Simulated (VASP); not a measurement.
# Zn3CdTe4 (Pmm2) in VASP: single point with PBE

Aim: the single point of Zn3CdTe4 with PBE.

All numbers are computed with VASP 6.6.1; they aren't measurements. Logs are shortened: lines on timing, memory, paths and dates and some standing lists are left out, and cuts for length are marked.

### Step 1. The cell of the first run

The structure is orthorhombic, space group Pmm2 (No. 25). The conventional cell has a = 4.438 Å, b = 8.899 Å, c = 6.294 Å, α = 90.00°, β = 90.00°, γ = 90.00°. Within 3.5 Å of Zn (site symmetry m) lie 4 Te at 2.69 Å. Zn (site symmetry mm2) has 4 Te at 2.67 to 2.70 Å within 3.5 Å. Within 3.7 Å of Cd (site symmetry mm2) lie 4 Te at 2.83 to 2.84 Å. Te (site symmetry m) has 3 Zn at 2.67 to 2.69 Å and 1 Cd at 2.84 Å within 3.5 Å. Te (site symmetry mm2) has 4 Zn at 2.69 to 2.70 Å within 3.6 Å. Te (site symmetry mm2) has 2 Zn at 2.69 Å and 2 Cd at 2.83 Å within 3.5 Å.

### Step 2. Single point, PBE

The input, POSCAR:

```
Zn3CdTe4
1.0
    4.4380679000      0.0000000000      0.0000000000
    0.0000000000      8.8985008000      0.0000000000
    0.0000000000      0.0000000000      6.2937749000
Zn Cd Te
3 1 4
Direct
    0.0000000000      0.7581910000      0.0003030000
    0.5000000000      0.0000000000      0.5008890000
    0.0000000000      0.2418090000      0.0003030000
    0.5000000000      0.5000000000      0.5008030000
    0.5000000000      0.7619810000      0.7594780000
    0.0000000000      0.0000000000      0.2575670000
    0.5000000000      0.2380190000      0.7594780000
    0.0000000000      0.5000000000      0.2211790000
```

The input, INCAR.step1:

```
ALGO = Normal
EDIFF = 1E-6
ENCUT = 520
GGA = PE
ISIF = 2
ISMEAR = 0
LASPH = True
LCHARG = True
LREAL = False
LWAVE = False
NBANDS = 46
NELM = 100
PREC = Accurate
SIGMA = 0.02
```

The input, KPOINTS.step1:

```
k-points
0
Gamma
  6 4 4
```

The input, INCAR.step2:

```
ALGO = Normal
EDIFF = 1E-6
ENCUT = 520
GGA = PE
ICHARG = 11
ISIF = 2
ISMEAR = -5
LASPH = True
LCHARG = False
LORBIT = 11
LREAL = False
LWAVE = False
NEDOS = 2001
NELM = 100
PREC = Accurate
SIGMA = 0.02
```

The input, KPOINTS.step2:

```
k-points
0
Gamma
  9 6 6
```

Potentials or basis: VASP PAW PBE potentials, release 64 (Zn, Cd, Te).

The run is started by

```bash
cat potpaw_PBE.64/Zn/POTCAR potpaw_PBE.64/Cd/POTCAR potpaw_PBE.64/Te/POTCAR > POTCAR
cp INCAR.step1 INCAR
cp KPOINTS.step1 KPOINTS
mpirun -np 1 vasp_std > vasp.out
cp INCAR.step2 INCAR
cp KPOINTS.step2 KPOINTS
mpirun -np 1 vasp_std > vasp.out
```

OUTCAR:

```text
EDIFF = 1E-6
   ENCUT = 520
   GGA = PE
   ICHARG = 11
   ISIF = 2
   ISMEAR = -5
   LASPH = True
   LORBIT = 11
   LREAL = False
   NELM = 100
   PREC = Accurate

 ion  position               nearest neighbor table
   1  0.000  0.758  0.000-   8 2.69   5 2.69   5 2.69   6 2.69
   2  0.500  0.000  0.501-   5 2.67   7 2.67   6 2.70   6 2.70
   3  0.000  0.242  0.000-   8 2.69   7 2.69   7 2.69   6 2.69
   4  0.500  0.500  0.501-   8 2.83   8 2.83   5 2.84   7 2.84
   5  0.500  0.762  0.759-   2 2.67   1 2.69   1 2.69   4 2.84
   6  0.000  0.000  0.258-   1 2.69   3 2.69   2 2.70   2 2.70
   7  0.500  0.238  0.759-   2 2.67   3 2.69   3 2.69   4 2.84
   8  0.000  0.500  0.221-   1 2.69   3 2.69   4 2.83   4 2.83

  LATTYP: Found a simple orthorhombic cell.
 ALAT       =     4.4380679000
 B/A-ratio  =     1.4181339812
 C/A-ratio  =     2.0050393551

  Lattice vectors:

 A1 = (  -4.4380679000,   0.0000000000,   0.0000000000)
 A2 = (   0.0000000000,   0.0000000000,   6.2937749000)
 A3 = (   0.0000000000,   8.8985008000,   0.0000000000)

Analysis of symmetry for initial positions (statically):
=====================================================================
 Subroutine PRICEL returns:
 Original cell was already a primitive cell.

 Routine SETGRP: Setting up the symmetry group for a
 simple orthorhombic supercell.

 Subroutine GETGRP returns: Found  4 space group operations
 (whereof  4 operations were pure point group operations)
 out of a pool of  8 trial point group operations.

The static configuration has the point symmetry C_2v.

Analysis of symmetry for dynamics (positions and initial velocities):
=====================================================================
 Subroutine PRICEL returns:
 Original cell was already a primitive cell.

 Routine SETGRP: Setting up the symmetry group for a
 simple orthorhombic supercell.

 Subroutine GETGRP returns: Found  4 space group operations
 (whereof  4 operations were pure point group operations)
 out of a pool of  8 trial point group operations.

The dynamic configuration has the point symmetry C_2v.

 Subroutine INISYM returns: Found  4 space group operations
 (whereof  4 operations are pure point group operations),
 and found     1 'primitive' translations

----------------------------------------------------------------------------------------

                                     Primitive cell

  volume of cell :     248.5547

  direct lattice vectors                    reciprocal lattice vectors
     4.438067900  0.000000000  0.000000000     0.225323276  0.000000000  0.000000000
     0.000000000  8.898500800  0.000000000     0.000000000  0.112378481  0.000000000
     0.000000000  0.000000000  6.293774900     0.000000000  0.000000000  0.158887157

  length of vectors
     4.438067900  8.898500800  6.293774900     0.225323276  0.112378481  0.158887157

  position of ions in fractional coordinates (direct lattice)
     0.000000000  0.758191000  0.000303000
     0.500000000  0.000000000  0.500889000
     0.000000000  0.241809000  0.000303000
     0.500000000  0.500000000  0.500803000
     0.500000000  0.761981000  0.759478000
     0.000000000  0.000000000  0.257567000
     0.500000000  0.238019000  0.759478000
     0.000000000  0.500000000  0.221179000

  ion indices of the primitive-cell ions
   primitive index   ion index
                 1           1
                 2           2
                 3           3
                 4           4
                 5           5
                 6           6
                 7           7
                 8           8

----------------------------------------------------------------------------------------

 KPOINTS: k-points

Automatic generation of k-mesh.
 Grid dimensions read from file:
 generate k-points for:    9    6    6

 Generating k-lattice:

  Cartesian coordinates                     Fractional coordinates (reciprocal lattice)
     0.025035920  0.000000000  0.000000000     0.111111111  0.000000000  0.000000000
     0.000000000  0.018729747  0.000000000     0.000000000  0.166666667  0.000000000
     0.000000000  0.000000000  0.026481193     0.000000000  0.000000000  0.166666667

  Length of vectors
     0.025035920  0.018729747  0.026481193

  Shift w.r.t. Gamma in fractional coordinates (k-lattice)
     0.000000000  0.000000000  0.000000000

 TETIRR: Found    972 inequivalent tetrahedra from     1944

 Subroutine IBZKPT returns following result:
 ===========================================

 Found     80 irreducible k-points:

 Following reciprocal coordinates:
            Coordinates               Weight
  0.000000  0.000000  0.000000      1.000000
  0.111111  0.000000  0.000000      2.000000
  0.222222  0.000000  0.000000      2.000000
  0.333333  0.000000  0.000000      2.000000
  0.444444  0.000000  0.000000      2.000000
  0.000000  0.166667  0.000000      2.000000
[... 16 lines left out ...]
  0.222222  0.000000  0.166667      4.000000
  0.333333  0.000000  0.166667      4.000000
 [... further k-points ...]
   k-points           NKPTS =     80   k-points in BZ     NKDIM =     80   number of bands    NBANDS=     43
   number of dos      NEDOS =   2001   number of ions     NIONS =      8
   total plane-waves  NPLWV = 120960
   dimension x,y,z NGX =    36 NGY =   70 NGZ =   48
   dimension x,y,z NGXF=    72 NGYF=  140 NGZF=   96
   ions per type =               3   1   4
   NGX,Y,Z   is equivalent  to a cutoff of  13.49, 13.08, 12.68 a.u.
   NGXF,Y,Z  is equivalent  to a cutoff of  26.97, 26.16, 25.36 a.u.
 SYSTEM =  unknown system
   PREC   = accura    normal or accurate (medium, high low for compatibility)
   ISTART =      0    job   : 0-new  1-cont  2-samecut
   ICHARG =     11    charge: 1-file 2-atom 10-const
   ISPIN  =      1    spin polarized calculation?
   LNONCOLLINEAR =      F non collinear calculations
   LSORBIT =      F    spin-orbit coupling
   LASPH  =      T    aspherical Exc in radial PAW
   ENCUT  =  520.0 eV  38.22 Ry    6.18 a.u.   8.25 16.55 11.70*2*pi/ulx,y,z
   NELM   =    100;   NELMIN=  2; NELMDL=  0     # of ELM steps
   EDIFF  = 0.1E-05   stopping-criterion for ELM
   LREAL  =      F    real-space projection
   EDIFFG = 0.1E-04   stopping-criterion for IOM
   NSW    =      0    number of steps for IOM
   IBRION =     -1    ionic relax: 0-MD 1-quasi-New 2-CG
   NFREE  =      0    steps in history (QN), initial steepest desc. (CG)
   ISIF   =      2    stress and relaxation
   ISYM   =      2    0-nonsym 1-usesym 2-fastsym
   POTIM  = 0.5000    time-step for ionic-motion
   TEBEG  =    0.0;   TEEND  =   0.0 temperature during run
   PSTRESS=    0.0 pullay stress
   NELECT =      72.0000    total number of electrons
   NUPDOWN=      -1.0000    fix difference up-down
   EMIN   =  10.00;   EMAX   =-10.00  energy-range for DOS
   EFERMI =   0.00;   METHOD = LEGACY
   ISMEAR =    -5;   SIGMA  =   0.02  broadening in eV -4-tet -1-fermi 0-gaus
   EFERMI_NEDOS =   21; number of points for ismear=-14 and -15
   IALGO  =     38    algorithm
   IMIX   =      4    mixing-type and parameters
     AMIX     =   0.40;   BMIX     =  1.00
     AMIX_MAG =   1.60;   BMIX_MAG =  1.00
  volume/ion in A,a.u.               =      31.07       209.67
  Fermi-wavevector in a.u.,A,eV,Ry     =   1.083208  2.046965 15.964240  1.173339
  Thomas-Fermi vector in A             =   2.219268
   LORBIT       =     11    0 simple, 1 ext, 2 COOP (PROOUT), +10 PAW based schemes
   GGA     = PE    functional components
   LHFCALC =     F    Hartree Fock is set to
   AEXX    =    0.0000 exact exchange contribution
   IVDW    =     0    specifies the selected vdW correction
   LEPSILON=     F    determine dielectric tensor
   LRPA    =     F    only Hartree local field effects (RPA)
 non-spin polarized calculation
 Fermi weights with tetrahedron method with Bloechl corrections
  energy-cutoff  :      520.00
  volume of cell :      248.55
 maximum number of plane-waves:      6756
 NGX is ok and might be reduce to    36

 number of electron      72.0000007 magnetization

 Free energy of the ion-electron system (eV)
  ---------------------------------------------------
  ext. energy  EPLUGINS =         0.00000000
  ---------------------------------------------------
  free energy    TOTEN  =       -20.31919839 eV

  energy without entropy =      -20.31919839  energy(sigma->0) =      -20.31919839

 E-fermi :   2.6013     XC(G=0):  -8.6665

 val. band max:        2.5968445294   @ k =   0.0000   0.0000   0.0000
 cond. band min:       3.4673768948   @ k =   0.0000   0.0000   0.0000
 fundamental gap:      0.8705323653
 Fermi energy:         2.6012777553

 k-point     1 :       0.0000    0.0000    0.0000
  band No.  band energies     occupation
      1      -8.8052      2.00000
      2      -8.1514      2.00000
      3      -8.0918      2.00000
      4      -7.8750      2.00000
      5      -5.5698      2.00000
      6      -5.4741      2.00000
[... 35 lines left out ...]
     42       7.0553      0.00000
     43       7.0679      0.00000

 k-point     2 :       0.1111    0.0000    0.0000
  band No.  band energies     occupation
      1      -8.7578      2.00000
      2      -8.1223      2.00000
      3      -8.0689      2.00000
      4      -7.8754      2.00000
      5      -5.5645      2.00000
      6      -5.4646      2.00000
[... 1004 lines left out ...]
 k-point    24 :       0.3333    0.0000    0.1667
  band No.  band energies     occupation
      1      -8.4012      2.00000
      2      -7.9885      2.00000
      3      -7.9536      2.00000
      4      -7.9175      2.00000
      5      -5.5121      2.00000
      6      -5.4555      2.00000
[... 35 lines left out ...]
     42       6.3229      0.00000
     43       7.6486      0.00000

 [... further k-points ...]

------------------------ aborting loop because EDIFF is reached ----------------------------------------

  FORCE on cell =-STRESS in cart. coord.  units (eV):
  Direction    XX          YY          ZZ          XY          YZ          ZX
  --------------------------------------------------------------------------------------
  -------------------------------------------------------------------------------------
  Total        0.1297351      0.1541138      0.1779666      0.0000000      0.0000000      0.0000000
  in kB        0.8362690      0.9934139      1.1471683      0.0000000      0.0000000      0.0000000
  external PRESSURE =       0.9922837 kB  Pullay stress =       0.0000000 kB

 VOLUME and BASIS-vectors are now :
 -----------------------------------------------------------------------------
  energy-cutoff  :      520.00
  volume of cell :      248.55
      direct lattice vectors                 reciprocal lattice vectors
     4.438067900  0.000000000  0.000000000     0.225323276  0.000000000  0.000000000
     0.000000000  8.898500800  0.000000000     0.000000000  0.112378481  0.000000000
     0.000000000  0.000000000  6.293774900     0.000000000  0.000000000  0.158887157

 POSITION                                       TOTAL-FORCE (eV/Angst)
 -----------------------------------------------------------------------------------
      0.00000      6.74676      0.00191        -0.000000     -0.000714     -0.000498
      2.21903      0.00000      3.15248        -0.000000      0.000000     -0.002893
      0.00000      2.15174      0.00191        -0.000000      0.000714     -0.000498
      2.21903      4.44925      3.15194        -0.000000      0.000000      0.000858
      2.21903      6.78049      4.77998         0.000000      0.005470      0.004642
      0.00000      0.00000      1.62107        -0.000000      0.000000      0.001174
      2.21903      2.11801      4.77998        -0.000000     -0.005470      0.004642
      0.00000      4.44925      1.39205        -0.000000      0.000000     -0.007428
 -----------------------------------------------------------------------------------
    total drift:                                0.000000      0.000000      0.000674

  FREE ENERGIE OF THE ION-ELECTRON SYSTEM (eV)
  ---------------------------------------------------
  free  energy   TOTEN  =       -20.3191983932 eV

  energy  without entropy=      -20.3191983932  energy(sigma->0) =      -20.31919839

 total charge

# of ion       s       p       d       tot
------------------------------------------
    1        0.546   0.390   9.759  10.695
    2        0.548   0.396   9.759  10.702
    3        0.546   0.390   9.759  10.695
    4        0.469   0.303   9.529  10.301
    5        1.349   2.049   0.024   3.422
    6        1.348   2.043   0.024   3.416
    7        1.349   2.049   0.024   3.422
    8        1.350   2.051   0.022   3.423
--------------------------------------------------
tot          7.505   9.671  38.899  56.076
```

Wall time 8.8 min (1 thread of AMD EPYC 9R45 (Zen 5), shared host); peak memory 0.84 GiB.

Results:

```yaml
Valence_electrons_inside_the_program's_atomic_spheres: Zn 10.70; Cd 10.30; Te 3.42
```

Caveat: spin-orbit coupling is left out, which moves the levels of the heavy elements.
